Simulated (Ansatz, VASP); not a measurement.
**ZrB2: VASP beside Ansatz**

```
CELL_PARAMETERS angstrom
3.17000 0.00000 0.00000
-1.58500 2.74530 0.00000
0.00000 0.00000 3.53300
ATOMIC_POSITIONS crystal
Zr 0.00055 0.02110 0.99126
B 0.65467 0.33004 0.49578
B 0.34214 0.66506 0.51411
```

Change from the starting cell: atoms moved at random, drawn with an rms of 0.05 Å.

Alike in both runs: task single point; functional PBEsol; k mesh 10 × 10 × 8; occupations fermi-dirac, width 0.05 eV; no spin polarisation.

```csv
,VASP,Ansatz
version,VASP 6.6.1,Ansatz 0.2.0
potentials or method,"VASP PAW PBE potentials, release 64 (Zr_sv, B), cutoff 520 eV","all-electron LAPW, scalar-relativistic"
```

VASP gave:

| Property | Result |
| --- | --- |
| gap on the k mesh at the Fermi level (eV) | none |
| pressure (GPa) | -2.7 |
| traceless stress, the component that is largest in VASP (GPa) | -0.71 |
| rms of the force components (eV/Å) | 0.606 |

Q: What did Ansatz give for the same quantities?

A: gap on the k mesh at the Fermi level (eV): none; pressure (GPa): -3.1; traceless stress, the component that is largest in VASP (GPa): -0.71; rms of the force components (eV/Å): 0.603.

VASP's potentials were made for PBE, not for PBEsol. Atom by atom the forces differ by 0.003 eV/Å (rms over components). A gap of «none» marks a metal or a gap that the smearing closes. Ansatz ran all-electron here, and VASP with PAW potentials.
